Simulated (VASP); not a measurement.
Write the native input for VASP 6.6.1 that does the following.

- Task: single point
- Functional: r2SCAN
- Potentials or basis: VASP PAW PBE potentials, release 64 (Sn_d)
- Cutoff: 520 eV
- k mesh: 21 × 21 × 18
- Occupations: gaussian, width 0.1 eV
- Spin: no spin polarisation
- Dipole correction: no
- Further INCAR settings: ALGO = Normal; EDIFF = 1e-06; NBANDS = 13

Crystal: Sn.

```
Sn
1.0
     3.23766    0.00000    0.00000
    -1.61883    2.80389    0.00000
     0.00000    0.00000    3.03283
Sn
1
Direct
  0.00000 0.00000 0.00000
```

These files were run (other wordings do the same):

POSCAR

```
Sn
1.0
    3.2376574036      0.0000000000      0.0000000000
   -1.6188287018      2.8038935602      0.0000000000
    0.0000000000      0.0000000000      3.0328338013
Sn
1
Direct
    0.0000000000      0.0000000000      0.0000000000
```

INCAR.step1

```
PREC     = Accurate       # precision mode
ENCUT    = 520            # plane-wave cutoff, eV
ISMEAR   = 0              # smearing method
SIGMA    = 0.1            # smearing width, eV
LREAL    = F              # projectors in reciprocal space
LASPH    = T              # aspherical terms in the spheres
NELM     = 100            # most SCF steps
NBANDS   = 13             # bands
GGA      = PE             # functional
ALGO     = Normal         # electronic algorithm
EDIFF    = 1E-4           # SCF threshold, eV
LWAVE    = T              # write WAVECAR
LCHARG   = F              # write CHGCAR
```

INCAR.step2

```
PREC     = Accurate       # precision mode
ENCUT    = 520            # plane-wave cutoff, eV
EDIFF    = 1E-6           # SCF threshold, eV
ISMEAR   = 0              # smearing method
SIGMA    = 0.1            # smearing width, eV
LREAL    = F              # projectors in reciprocal space
LASPH    = T              # aspherical terms in the spheres
NELM     = 100            # most SCF steps
ALGO     = Normal         # electronic algorithm
ISIF     = 2              # what is computed and relaxed
LWAVE    = F              # write WAVECAR
LCHARG   = F              # write CHGCAR
METAGGA  = R2SCAN         # meta-GGA
LMIXTAU  = T            
NBANDS   = 13             # bands
ISTART   = 1
```

KPOINTS

```
Automatic mesh
0
Gamma
  21 21 18
```

Potentials or basis: VASP PAW PBE potentials, release 64 (Sn_d).

The run is started by

```bash
$ cat potpaw_PBE.64/Sn_d/POTCAR > POTCAR
$ cp INCAR.step1 INCAR
$ mpirun -np 1 vasp_std > vasp.out
$ cp INCAR.step2 INCAR
$ mpirun -np 1 vasp_std > vasp.out
```

Results of the run:

| Item | Value |
| --- | --- |
| Pressure | 0.0 GPa |
| Band gap on the k mesh | zero (band 7 reaches 13.63 eV, above the bottom of band 8 at 4.84 eV) |

Caveat: the PAW data sets were made with another functional, which shifts forces and pressure a little; spin-orbit coupling is left out, which moves the levels of the heavy elements.

It took 110 s on 1 thread of Intel(R) Xeon(R) 6975P-C (Granite Rapids) (shared host), peak memory 0.27 GiB.
